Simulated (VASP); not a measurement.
# C (Cmme) in VASP: further runs

The runs below take C through single point, with r2SCAN.

All numbers are computed with VASP 6.6.1; they aren't measurements. Logs are shortened: lines on timing, memory, paths and dates and some standing lists are left out, and cuts for length are marked.

### Step 1. The cell of the first run

The typed cell holds 8 atoms: a = 2.505 Å, b = 4.338 Å, c = 7.166 Å, α = 90.00°, β = 90.00°, γ = 90.00°.

### Step 2. Single point, r2SCAN (biaxial strain in the a-b plane: +2.0 %, then relaxed in part)

POSCAR

```
C
1.0
    2.5053733238      0.0000000000      0.0000000000
    0.0000000000      4.3379808234      0.0000000000
    0.0000000000      0.0000000000      7.1655849058
C
8
Direct
    0.5000000000      0.4166269656      0.7500842489
    0.5000000000      0.9166269656      0.2499157511
    0.5000000000      0.5833730344      0.2499157511
    0.5000000000      0.0833730344      0.7500842489
    0.0000000000      0.9166269656      0.7500842489
    0.0000000000      0.4166269656      0.2499157511
    0.0000000000      0.0833730344      0.2499157511
    0.0000000000      0.5833730344      0.7500842489
```

INCAR.step1

```
SYSTEM = C
PREC = Accurate
ENCUT = 520
ISMEAR = 0
SIGMA = 0.1
LREAL = .False.
LASPH = .True.
NELM = 60
NBANDS = 26
GGA = PE
ALGO = Normal
EDIFF = 1E-4
LWAVE = .True.
LCHARG = .False.
```

INCAR.step2

```
SYSTEM = C
PREC = Accurate
ENCUT = 520
EDIFF = 1E-6
ISMEAR = 0
SIGMA = 0.1
LREAL = .False.
LASPH = .True.
NELM = 60
ALGO = Normal
ISIF = 2
LWAVE = .False.
LCHARG = .False.
METAGGA = R2SCAN
LMIXTAU = .True.
NBANDS = 26
ISTART = 1
```

KPOINTS

```
Automatic mesh
0
Gamma
  14 8 6
  0 0 0
```

Potentials or basis: VASP PAW PBE potentials, release 64 (C).

The run is started by

```console
cat potpaw_PBE.64/C/POTCAR > POTCAR
cp INCAR.step1 INCAR
mpirun -np 1 vasp_std > vasp.out
cp INCAR.step2 INCAR
mpirun -np 1 vasp_std > vasp.out
```

OUTCAR:

```text
SYSTEM = C
   PREC = Accurate
   ENCUT = 520
   EDIFF = 1E-6
   ISMEAR = 0
   LREAL = .False.
   LASPH = .True.
   NELM = 60
   ISIF = 2
   METAGGA = R2SCAN
   ISTART = 1

 ion  position               nearest neighbor table
   1  0.500  0.417  0.750-   4 1.45   8 1.45   8 1.45
   2  0.500  0.917  0.250-   3 1.45   7 1.45   7 1.45
   3  0.500  0.583  0.250-   2 1.45   6 1.45   6 1.45
   4  0.500  0.083  0.750-   1 1.45   5 1.45   5 1.45
   5  0.000  0.917  0.750-   8 1.45   4 1.45   4 1.45
   6  0.000  0.417  0.250-   7 1.45   3 1.45   3 1.45
   7  0.000  0.083  0.250-   6 1.45   2 1.45   2 1.45
   8  0.000  0.583  0.750-   5 1.45   1 1.45   1 1.45

  LATTYP: Found a simple orthorhombic cell.
 ALAT       =     2.5053733238
 B/A-ratio  =     1.7314708280
 C/A-ratio  =     2.8600866936

  Lattice vectors:

 A1 = (   2.5053733238,   0.0000000000,   0.0000000000)
 A2 = (   0.0000000000,   4.3379808234,   0.0000000000)
 A3 = (   0.0000000000,   0.0000000000,   7.1655849058)

Analysis of symmetry for initial positions (statically):
=====================================================================
 Subroutine PRICEL returns following result:

  LATTYP: Found a base centered orthorhombic cell.
 ALAT       =     2.5053733238
 B/A-ratio  =     1.7314708280
 C/A-ratio  =     2.8600866936

  Lattice vectors:

 A1 = (   1.2526866619,  -2.1689904117,   0.0000000000)
 A2 = (   1.2526866619,   2.1689904117,   0.0000000000)
 A3 = (   0.0000000000,   0.0000000000,   7.1655849058)

   2 primitive cells build up your supercell.

 Routine SETGRP: Setting up the symmetry group for a
 simple orthorhombic supercell.

 Subroutine GETGRP returns: Found  8 space group operations
 (whereof  4 operations were pure point group operations)
 out of a pool of  8 trial point group operations.

The static configuration has the point symmetry C_2h.
 The point group associated with its full space group is D_2h.

Analysis of symmetry for dynamics (positions and initial velocities):
=====================================================================
 Subroutine PRICEL returns following result:

  LATTYP: Found a base centered orthorhombic cell.
 ALAT       =     2.5053733238
 B/A-ratio  =     1.7314708280
 C/A-ratio  =     2.8600866936

  Lattice vectors:

 A1 = (   1.2526866619,  -2.1689904117,   0.0000000000)
 A2 = (   1.2526866619,   2.1689904117,   0.0000000000)
 A3 = (   0.0000000000,   0.0000000000,   7.1655849058)

   2 primitive cells build up your supercell.

 Routine SETGRP: Setting up the symmetry group for a
 simple orthorhombic supercell.

 Subroutine GETGRP returns: Found  8 space group operations
 (whereof  4 operations were pure point group operations)
 out of a pool of  8 trial point group operations.

The dynamic configuration has the point symmetry C_2h.
 The point group associated with its full space group is D_2h.

 Subroutine INISYM returns: Found  8 space group operations
 (whereof  4 operations are pure point group operations),
 and found     2 'primitive' translations

----------------------------------------------------------------------------------------

                                     Primitive cell

  volume of cell :      38.9387

  direct lattice vectors                    reciprocal lattice vectors
     1.252686662 -2.168990412  0.000000000     0.399142112 -0.230521996  0.000000000
     1.252686662  2.168990412  0.000000000     0.399142112  0.230521996  0.000000000
     0.000000000  0.000000000  7.165584906     0.000000000  0.000000000  0.139555949

  length of vectors
     2.504744154  2.504744154  7.165584906     0.460928212  0.460928212  0.139555949

  position of ions in fractional coordinates (direct lattice)
     0.083373034  0.916626966  0.750084249
     0.583373034  0.416626966  0.249915751
     0.916626966  0.083373034  0.249915751
     0.416626966  0.583373034  0.750084249

  ion indices of the primitive-cell ions
   primitive index   ion index
                 1           1
                 2           2
                 3           3
                 4           4

----------------------------------------------------------------------------------------

 KPOINTS: Automatic mesh

Automatic generation of k-mesh.
 Grid dimensions read from file:
 generate k-points for:   14    8    6

 Generating k-lattice:

  Cartesian coordinates                     Fractional coordinates (reciprocal lattice)
     0.028510151  0.000000000  0.000000000     0.071428571  0.000000000  0.000000000
     0.000000000  0.028815250  0.000000000     0.000000000  0.125000000  0.000000000
     0.000000000  0.000000000  0.023259325     0.000000000  0.000000000  0.166666667

  Length of vectors
     0.028510151  0.028815250  0.023259325

  Shift w.r.t. Gamma in fractional coordinates (k-lattice)
     0.000000000  0.000000000  0.000000000

 Subroutine IBZKPT returns following result:
 ===========================================

 Found    160 irreducible k-points:

 Following reciprocal coordinates:
            Coordinates               Weight
  0.000000  0.000000  0.000000      1.000000
  0.071429  0.000000  0.000000      2.000000
  0.142857  0.000000  0.000000      2.000000
  0.214286  0.000000  0.000000      2.000000
  0.285714  0.000000  0.000000      2.000000
  0.357143  0.000000  0.000000      2.000000
[... 16 lines left out ...]
  0.428571  0.250000  0.000000      4.000000
  0.500000  0.250000  0.000000      2.000000
 [... further k-points ...]
   k-points           NKPTS =    160   k-points in BZ     NKDIM =    160   number of bands    NBANDS=     26
   number of dos      NEDOS =    301   number of ions     NIONS =      8
   total plane-waves  NPLWV =  34560
   dimension x,y,z NGX =    20 NGY =   32 NGZ =   54
   dimension x,y,z NGXF=    40 NGYF=   64 NGZF=  108
   ions per type =               8
   NGX,Y,Z   is equivalent  to a cutoff of  13.27, 12.26, 12.53 a.u.
   NGXF,Y,Z  is equivalent  to a cutoff of  26.54, 24.53, 25.06 a.u.
 SYSTEM =  C
   PREC   = accura    normal or accurate (medium, high low for compatibility)
   ISTART =      1    job   : 0-new  1-cont  2-samecut
   ICHARG =      0    charge: 1-file 2-atom 10-const
   ISPIN  =      1    spin polarized calculation?
   LNONCOLLINEAR =      F non collinear calculations
   LSORBIT =      F    spin-orbit coupling
   LASPH  =      T    aspherical Exc in radial PAW
   ENCUT  =  520.0 eV  38.22 Ry    6.18 a.u.   4.66  8.07 13.32*2*pi/ulx,y,z
   NELM   =     60;   NELMIN=  2; NELMDL=  0     # of ELM steps
   EDIFF  = 0.1E-05   stopping-criterion for ELM
   LREAL  =      F    real-space projection
   EDIFFG = 0.1E-04   stopping-criterion for IOM
   NSW    =      0    number of steps for IOM
   IBRION =     -1    ionic relax: 0-MD 1-quasi-New 2-CG
   NFREE  =      0    steps in history (QN), initial steepest desc. (CG)
   ISIF   =      2    stress and relaxation
   ISYM   =      2    0-nonsym 1-usesym 2-fastsym
   POTIM  = 0.5000    time-step for ionic-motion
   TEBEG  =    0.0;   TEEND  =   0.0 temperature during run
   PSTRESS=    0.0 pullay stress
   NELECT =      32.0000    total number of electrons
   NUPDOWN=      -1.0000    fix difference up-down
   EMIN   =  10.00;   EMAX   =-10.00  energy-range for DOS
   EFERMI =   0.00;   METHOD = LEGACY
   ISMEAR =     0;   SIGMA  =   0.10  broadening in eV -4-tet -1-fermi 0-gaus
   EFERMI_NEDOS =   21; number of points for ismear=-14 and -15
   IALGO  =     38    algorithm
   IMIX   =      4    mixing-type and parameters
     AMIX     =   0.40;   BMIX     =  1.00
     AMIX_MAG =   1.60;   BMIX_MAG =  1.00
  volume/ion in A,a.u.               =       9.73        65.69
  Fermi-wavevector in a.u.,A,eV,Ry     =   1.217085  2.299957 20.154255  1.481296
  Thomas-Fermi vector in A             =   2.352417
   LORBIT       =      0    0 simple, 1 ext, 2 COOP (PROOUT), +10 PAW based schemes
   METAGGA = R2SCAN    functional components
   LHFCALC =     F    Hartree Fock is set to
   AEXX    =    0.0000 exact exchange contribution
   IVDW    =     0    specifies the selected vdW correction
   LEPSILON=     F    determine dielectric tensor
   LRPA    =     F    only Hartree local field effects (RPA)
 non-spin polarized calculation
 Gauss-broadening in eV      SIGMA  =   0.10
  energy-cutoff  :      520.00
  volume of cell :       77.88
 maximum number of plane-waves:      2122
 NGX is ok and might be reduce to    20
   NGX =  9   NGY = 17   NGZ = 27

 number of electron      32.0000001 magnetization

 Free energy of the ion-electron system (eV)
  ---------------------------------------------------
  ext. energy  EPLUGINS =         0.00000000
  ---------------------------------------------------
  free energy    TOTEN  =       -79.30191944 eV

  energy without entropy =      -79.30080708  energy(sigma->0) =      -79.30136326

 E-fermi :   3.7028     XC(G=0): -10.5470

 val. band max:        3.6883504393   @ k =   0.2857   0.0000   0.0000
 cond. band min:       3.7433570605   @ k =   0.3571   0.0000   0.1667
 fundamental gap:      0.0550066212
 Fermi energy:         3.7027912160

 k-point     1 :       0.0000    0.0000    0.0000
  band No.  band energies     occupation
      1     -16.6528      2.00000
      2     -16.4724      2.00000
      3     -11.3694      2.00000
      4     -11.2349      2.00000
      5      -9.9665      2.00000
      6      -9.8600      2.00000
[... 18 lines left out ...]
     25      12.1590      0.00000
     26      13.5153      0.00000

 k-point     2 :       0.0714    0.0000    0.0000
  band No.  band energies     occupation
      1     -16.5595      2.00000
      2     -16.3800      2.00000
      3     -11.2869      2.00000
      4     -11.1533      2.00000
      5      -9.8938      2.00000
      6      -9.7889      2.00000
[... 18 lines left out ...]
     25      12.5411      0.00000
[... 608 lines left out ...]
     25      13.5658      0.00000
     26      15.3199      0.00000

 k-point    24 :       0.5000    0.2500    0.0000
  band No.  band energies     occupation
      1     -11.9241      2.00000
      2     -11.9241      2.00000
      3     -11.8045      2.00000
      4     -11.8045      2.00000
      5      -8.8048      2.00000
      6      -8.8048      2.00000
[... 18 lines left out ...]
     25      13.8372      0.00000
     26      13.8372      0.00000

 [... further k-points ...]

------------------------ aborting loop because EDIFF is reached ----------------------------------------

  FORCE on cell =-STRESS in cart. coord.  units (eV):
  Direction    XX          YY          ZZ          XY          YZ          ZX
  --------------------------------------------------------------------------------------
  -------------------------------------------------------------------------------------
  Total      -10.1294342    -10.2513668     -0.0378755      0.0000000      0.0000000      0.0000000
  in kB     -208.3934421   -210.9019689     -0.7792149      0.0000000      0.0000000      0.0000000
  external PRESSURE =    -140.0248753 kB  Pullay stress =       0.0000000 kB

 VOLUME and BASIS-vectors are now :
 -----------------------------------------------------------------------------
  energy-cutoff  :      520.00
  volume of cell :       77.88
      direct lattice vectors                 reciprocal lattice vectors
     2.505373324  0.000000000  0.000000000     0.399142112  0.000000000  0.000000000
     0.000000000  4.337980823  0.000000000     0.000000000  0.230521996  0.000000000
     0.000000000  0.000000000  7.165584906     0.000000000  0.000000000  0.139555949

 POSITION                                       TOTAL-FORCE (eV/Angst)
 -----------------------------------------------------------------------------------
      1.25269      1.80732      5.37479        -0.000000      0.002169     -0.000225
      1.25269      3.97631      1.79079         0.000000      0.002169      0.000225
      1.25269      2.53066      1.79079         0.000000     -0.002169      0.000225
      1.25269      0.36167      5.37479        -0.000000     -0.002169     -0.000225
      0.00000      3.97631      5.37479        -0.000000      0.002169     -0.000225
      0.00000      1.80732      1.79079         0.000000      0.002169      0.000225
      0.00000      0.36167      1.79079         0.000000     -0.002169      0.000225
      0.00000      2.53066      5.37479        -0.000000     -0.002169     -0.000225
 -----------------------------------------------------------------------------------
    total drift:                                0.000000      0.000000      0.000000

  FREE ENERGIE OF THE ION-ELECTRON SYSTEM (eV)
  ---------------------------------------------------
  free  energy   TOTEN  =       -79.3019194404 eV

  energy  without entropy=      -79.3008070836  energy(sigma->0) =      -79.30136326
```

Wall time 14 min (1 thread of Intel Xeon Platinum 8259CL at 2.50GHz (Skylake/Cascade Lake), shared host); peak memory 0.32 GiB.

What came out:

```
Free energy            : -79.3019 eV
Pressure               : -14.0 GPa
Band gap on the k mesh : zero (filled and empty bands overlap)
```

Forces in eV/Å, atoms in the order of the input:
```
C    0.000  0.002  0.000
C    0.000  0.002  0.000
C    0.000 -0.002  0.000
C    0.000 -0.002  0.000
C    0.000  0.002  0.000
C    0.000  0.002  0.000
C    0.000 -0.002  0.000
C    0.000 -0.002  0.000
```

Levels at points of the mesh, in eV from the Fermi level:
```
           k point  band 12  band 13  band 14  band 15  band 16  band 17  band 18  band 19  band 20  band 21
(0.00, 0.00, 0.00)    -3.15    -3.14    -3.13    -2.82    -1.77     1.27     2.47     4.21     7.13     7.38
(0.50, 0.00, 0.00)    -9.07    -3.20    -3.20    -2.16    -2.16     2.56     2.56     3.43     3.43     9.65
(0.00, 0.50, 0.00)    -5.19    -5.16    -5.16    -5.16    -5.16     6.05     6.05     7.28     7.28     7.75
(0.50, 0.50, 0.00)    -6.56    -2.38    -2.38    -2.38    -2.38     1.97     1.97     1.97     1.97     7.27
(0.00, 0.00, 0.50)    -3.15    -3.14    -3.14    -2.33    -2.32     1.82     1.82     6.49     6.49     7.26
(0.50, 0.00, 0.50)    -9.10    -2.71    -2.71    -2.71    -2.71     2.97     2.97     2.97     2.97    10.61
(0.00, 0.50, 0.50)    -5.90    -5.18    -5.18    -5.18    -5.18     7.44     7.44     7.44     7.44     7.89
(0.50, 0.50, 0.50)    -6.56    -2.33    -2.33    -2.33    -2.33     1.83     1.83     1.83     1.83     7.26
```

Caveat: the cell differs from its parent crystal (biaxial strain in the a-b plane: +2.0 %, then relaxed in part); the PAW data sets were made with another functional, which shifts forces and pressure a little.

### Step 3. Single point, r2SCAN (biaxial strain in the a-b plane: +3.0 %, then relaxed in part)

POSCAR

```
C
1.0
    2.5299358073      0.0000000000      0.0000000000
    0.0000000000      4.3805100472      0.0000000000
    0.0000000000      0.0000000000      7.1779120207
C
8
Direct
    0.5000000000      0.4166372174      0.7500691835
    0.5000000000      0.9166372174      0.2499308165
    0.5000000000      0.5833627826      0.2499308165
    0.5000000000      0.0833627826      0.7500691835
    0.0000000000      0.9166372174      0.7500691835
    0.0000000000      0.4166372174      0.2499308165
    0.0000000000      0.0833627826      0.2499308165
    0.0000000000      0.5833627826      0.7500691835
```

INCAR.step1

```
PREC = Accurate
ENCUT = 520
ISMEAR = 0
SIGMA = 0.1
LREAL = False
LASPH = True
NELM = 60
NBANDS = 26
GGA = PE
ALGO = Normal
EDIFF = 1E-4
LWAVE = True
LCHARG = False
```

INCAR.step2

```
PREC = Accurate
ENCUT = 520
EDIFF = 1E-6
ISMEAR = 0
SIGMA = 0.1
LREAL = False
LASPH = True
NELM = 60
ALGO = Normal
ISIF = 2
LWAVE = False
LCHARG = False
METAGGA = R2SCAN
LMIXTAU = True
NBANDS = 26
ISTART = 1
```

KPOINTS

```
regular mesh
0
Gamma
  14 8 6
```

Potentials or basis: VASP PAW PBE potentials, release 64 (C).

The run is started by

```console
cat potpaw_PBE.64/C/POTCAR > POTCAR
cp INCAR.step1 INCAR
mpirun -np 1 vasp_std > vasp.out
cp INCAR.step2 INCAR
mpirun -np 1 vasp_std > vasp.out
```

It took 18 min on 1 thread of Intel Xeon Platinum 8259CL at 2.50GHz (Skylake/Cascade Lake), shared host; peak memory 0.34 GiB.

Results (log left out):

| Item | Value |
| --- | --- |
| Free energy | -79.0566 eV |
| Pressure | -20.4 GPa |
| Band gap on the k mesh | zero (band 16 reaches 3.53 eV, above the bottom of band 17 at 3.49 eV) |

Forces in eV/Å, atoms in the order of the input:
```
C    0.000 -0.003  0.000
C    0.000 -0.003  0.000
C    0.000  0.003  0.000
C    0.000  0.003  0.000
C    0.000 -0.003  0.000
C    0.000 -0.003  0.000
C    0.000  0.003  0.000
C    0.000  0.003  0.000
```

Stress tensor (GPa, compression positive):
```
-30.27   0.00   0.00
  0.00 -30.52   0.00
  0.00   0.00  -0.29
```

Levels at points of the mesh, in eV from the Fermi level:
| k point | band 14 | band 15 | band 16 | band 17 | band 18 | band 19 |
| --- | --- | --- | --- | --- | --- | --- |
| (0.00, 0.00, 0.00) | -3.13 | -2.77 | -1.71 | 1.26 | 2.44 | 4.30 |
| (0.50, 0.00, 0.00) | -3.13 | -2.09 | -2.09 | 2.48 | 2.48 | 3.35 |
| (0.00, 0.50, 0.00) | -5.11 | -5.01 | -5.01 | 6.11 | 6.11 | 7.09 |
| (0.50, 0.50, 0.00) | -2.33 | -2.33 | -2.33 | 1.95 | 1.95 | 1.95 |
| (0.00, 0.00, 0.50) | -3.14 | -2.27 | -2.27 | 1.80 | 1.80 | 6.57 |
| (0.50, 0.00, 0.50) | -2.64 | -2.64 | -2.64 | 2.89 | 2.89 | 2.90 |
| (0.00, 0.50, 0.50) | -5.13 | -5.13 | -5.13 | 7.26 | 7.26 | 7.26 |
| (0.50, 0.50, 0.50) | -2.28 | -2.28 | -2.28 | 1.81 | 1.81 | 1.81 |

Caveat: the cell differs from its parent crystal (biaxial strain in the a-b plane: +3.0 %, then relaxed in part); the PAW data sets were made with another functional, which shifts forces and pressure a little.
